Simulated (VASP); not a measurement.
MnFeSe2, 4 atoms in the cell. Symmetry: R-3m, No. 166, trigonal system. Conventional cell: a = 3.818 Å, b = 3.818 Å, c = 18.706 Å, α = 90.00°, β = 90.00°, γ = 120.00°. Within 3.6 Å of Mn (site symmetry -3m) lie 6 Se at 2.70 Å. Fe (site symmetry -3m) has 6 Se at 2.70 Å within 3.6 Å. Within 3.6 Å of Se (site symmetry 3m) lie 3 Mn at 2.70 Å and 3 Fe at 2.70 Å. 

* Program: VASP 6.6.1
* Task: single point
* Functional: PBE
* Potentials or basis: VASP PAW PBE potentials, release 64 (Mn_pv, Fe, Se)
* Cutoff: 600 eV
* k mesh: 4 × 4 × 4
* Occupations: fermi-dirac, width 0.1 eV
* Spin: collinear spin, ferrimagnetic start
* Starting moments: [5.0, -4.0, 0.0, 0.0] μB
* Hubbard terms: Fe d U = 4.0 eV, Mn d U = 4.0 eV
* Dipole correction: no
* Further INCAR settings: ALGO = Normal; EDIFF = 1e-06; NBANDS = 28

Potentials or basis: VASP PAW PBE potentials, release 64 (Mn_pv, Fe, Se).

Command:

```bash
$ cat potpaw_PBE.64/Mn_pv/POTCAR potpaw_PBE.64/Fe/POTCAR potpaw_PBE.64/Se/POTCAR > POTCAR
$ mpirun -np 1 vasp_std > vasp.out
```

Hardware: 1 thread of Intel(R) Xeon(R) 6975P-C (Granite Rapids), on a shared host.

Estimate the wall time of this run.

Wall time 3.1 min on 1 thread of Intel(R) Xeon(R) 6975P-C (Granite Rapids), with other jobs on the host, peak memory 0.52 GiB. Counts: scf iterations 20, k points 13.
